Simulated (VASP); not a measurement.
Here is a VASP 6.6.1 calculation.

File INCAR:

```
SYSTEM = CdS
PREC     = Accurate       ! precision mode
ENCUT    = 520            ! plane-wave cutoff, eV
EDIFF    = 1E-7           ! SCF threshold, eV
ISMEAR   = 0              ! smearing method
SIGMA    = 0.01           ! smearing width, eV
LREAL    = .False.        ! projectors in reciprocal space
LASPH    = .True.         ! aspherical terms in the spheres
NELM     = 80             ! most SCF steps
ALGO     = Normal         ! electronic algorithm
ISIF     = 2              ! what is computed and relaxed
LWAVE    = .False.        ! write WAVECAR
LCHARG   = .False.        ! write CHGCAR
GGA      = PS             ! functional
NBANDS   = 16             ! bands
```

Contents of KPOINTS:

```
Automatic mesh
0
Gamma
  8 8 8
  0 0 0
```

The input POSCAR:

```
CdS
1.0
    2.8241375675      2.8241375675      0.0000000000
   -2.8241375675      2.8241375675      0.0000000000
    0.0000000000      2.8241375675      2.8241375675
Cd S
1 1
Direct
    0.0000000000      0.0000000000      0.0000000000
    0.7500000000      0.2500000000      0.5000000000
```

Potentials or basis: VASP PAW PBE potentials, release 64 (Cd, S).

Command:

```bash
$ cat potpaw_PBE.64/Cd/POTCAR potpaw_PBE.64/S/POTCAR > POTCAR
$ mpirun -np 1 vasp_std > vasp.out
```

Problem. What does it give for the pressure?

Solution. 7.6 GPa.

Problem. Predict the band gap on the k mesh.

Solution. 1.20 eV.

Caveat: the cell stands under pressure; the PAW data sets were made with another functional, which shifts forces and pressure a little.
